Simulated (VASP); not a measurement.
Set up this calculation in VASP 6.6.1, as the native input.

| Property | Result |
| --- | --- |
| Task | single point |
| Functional | PBE |
| Potentials or basis | VASP PAW PBE potentials, release 64 (Sn_d, Te, S) |
| Cutoff | 520 eV |
| k mesh | 6 × 6 × 6 |
| Occupations | gaussian, width 0.1 eV |
| Spin | no spin polarisation |
| Dipole correction | no |
| Further INCAR settings | ALGO = Normal; EDIFF = 1e-06; NBANDS = 35 |

The structure of Sn2TeS3 lies in POSCAR:

```
Sn2TeS3
1.0
    2.4805286808      1.4321339016      7.4790731577
   -2.4805286808      1.4321339016      7.4790731577
    0.0000000000     -2.8642678032      7.4790731576
Sn Te S
2 1 3
Direct
    0.0894347610      0.0894347610      0.0894347610
    0.9105652390      0.9105652390      0.9105652390
    0.5000000000      0.5000000000      0.5000000000
    0.0000000000      0.5000000000      0.5000000000
    0.5000000000      0.0000000000      0.5000000000
    0.5000000000      0.5000000000      0.0000000000
```

The cell was generated, and may not be a known phase.

One way to write it, as run:

INCAR

```
PREC     = Accurate       # precision mode
ENCUT    = 520            # plane-wave cutoff, eV
EDIFF    = 1E-6           # SCF threshold, eV
ISMEAR   = 0              # smearing method
SIGMA    = 0.1            # smearing width, eV
LREAL    = F              # projectors in reciprocal space
LASPH    = T              # aspherical terms in the spheres
NELM     = 100            # most SCF steps
ALGO     = Normal         # electronic algorithm
ISIF     = 2              # what is computed and relaxed
LWAVE    = F              # write WAVECAR
LCHARG   = F              # write CHGCAR
GGA      = PE             # functional
NBANDS   = 35             # bands
```

KPOINTS

```
Automatic mesh
0
Gamma
  6 6 6
```

Potentials or basis: VASP PAW PBE potentials, release 64 (Sn_d, Te, S).

Launch:

```bash
$ cat potpaw_PBE.64/Sn_d/POTCAR potpaw_PBE.64/Te/POTCAR potpaw_PBE.64/S/POTCAR > POTCAR
$ mpirun -np 1 vasp_std > vasp.out
```

It gave:

```yaml
Pressure: -0.3 GPa
Band_gap_on_the_k_mesh: zero (bands 26 and 27 overlap by 2.38 eV)
```

Caveat: spin-orbit coupling is left out, which moves the levels of the heavy elements.

Run time: 3.6 min on 1 thread of AMD EPYC 9R45 96-Core Processor (Zen 5), with other jobs on the host, peak memory 0.51 GiB.
